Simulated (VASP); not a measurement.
Runs of VASP 6.6.1 on Rh. The structure is that of space group Fm-3m (No. 225), or close to it. The cells are those of the table. 

| task | cell | gap on the mesh (eV) | pressure (GPa) |
| --- | --- | --- | --- |
| electric field gradients | a = 2.707 Å, angles 60.0°, 1 atom | none | -10.0 |
| single point | a = 2.671 Å, angles 60.0°, 1 atom | none | 0.8 |
| single point | a = 2.662, b = 2.662, c = 2.689 Å, angles 59.7, 59.7, 60.7°, 1 atom | none | 0.8 |
| single point | a = 2.653 Å, angles 60.0°, 1 atom | none | (b) |
| electric field gradients | a = 2.703 Å, angles 59.3°, 1 atom | none | -4.8 |
| electric field gradients | a = 2.676 Å, angles 60.7°, 1 atom | none | -4.8 |
| single point | a = 2.676, b = 2.676, c = 2.662 Å, angles 60.2, 60.2, 59.7°, 1 atom | none | 0.7 |
| electric field gradients | a = 2.698 Å, angles 60.0°, 1 atom | none | (a) |
| electric field gradients | a = 2.716, b = 2.716, c = 2.743 Å, angles 59.7, 59.7, 60.7°, 1 atom | none | -14.5 |
| single point | a = 2.635 Å, angles 60.0°, 1 atom | none | (c) |
| electric field gradients | a = 2.716, b = 2.716, c = 2.689 Å, angles 60.3, 60.3, 59.3°, 1 atom | none | -9.9 |
| electric field gradients | a = 2.730, b = 2.730, c = 2.770 Å, angles 59.5, 59.5, 61.0°, 1 atom | none | -18.4 |

Alike in all rows: level PBEsol; potentials or basis VASP PAW PBE potentials, release 64 (Rh_pv); no spin polarisation; k mesh 16 × 16 × 16; cutoff (eV) 520; smearing fermi-dirac 0.08 eV.

Q: Fill in the values left out.

A: (a) -7.5; (b) 7.2; (c) 14.4.

Caveats: the PAW data sets were made with another functional, which shifts forces and pressure a little.

A k mesh can miss the band edges, and the runs leave out spin-orbit coupling on Rh.

A gap of «none» marks levels without a gap at the run's occupations.
